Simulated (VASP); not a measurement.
# ScF: single point with PBE

ScF:

```xyz
2
Lattice="3.0565 0.0000 0.0000 0.0000 3.0565 0.0000 0.0000 0.0000 3.0565" Properties=species:S:1:pos:R:3 pbc="T T T"
Sc    0.0000    0.0000    0.0000
F     1.5283    1.5283    1.5283
```

The cell was built from a structure type or drawn by symmetry, and may not be a known phase.

| Quantity | Value |
| --- | --- |
| Program | VASP 6.6.1 |
| Task | single point |
| Functional | PBE |
| Potentials or basis | VASP PAW PBE potentials, release 64 (Sc_sv, F) |
| Cutoff | 600 eV |
| k mesh | 6 × 6 × 6 |
| Occupations | gaussian, width 0.2 eV |
| Spin | no spin polarisation |
| Dipole correction | no |
| Further INCAR settings | ALGO = Normal; EDIFF = 1e-06; NBANDS = 16 |

* Pressure: -0.4 GPa
* Band gap on the k mesh: zero (bands 9 and 10 overlap by 2.65 eV)

Levels at points of the mesh, in eV from the Fermi level:
```
           k point  band 7  band 8  band 9  band 10  band 11  band 12
(0.00, 0.00, 0.00)   -7.45   -7.45   -2.65    -1.29    -1.29     2.94
(0.50, 0.00, 0.00)   -7.52   -7.52   -0.61     0.45     2.17     2.26
(0.50, 0.50, 0.00)   -8.49   -7.25   -0.78    -0.41     1.72     1.72
(0.50, 0.50, 0.50)   -8.76   -8.76    1.36     1.36     1.36     3.88
```

Run time: 8.7 s on 1 thread of Intel(R) Xeon(R) Platinum 8488C (Sapphire Rapids), on a shared host, peak memory 0.14 GiB.
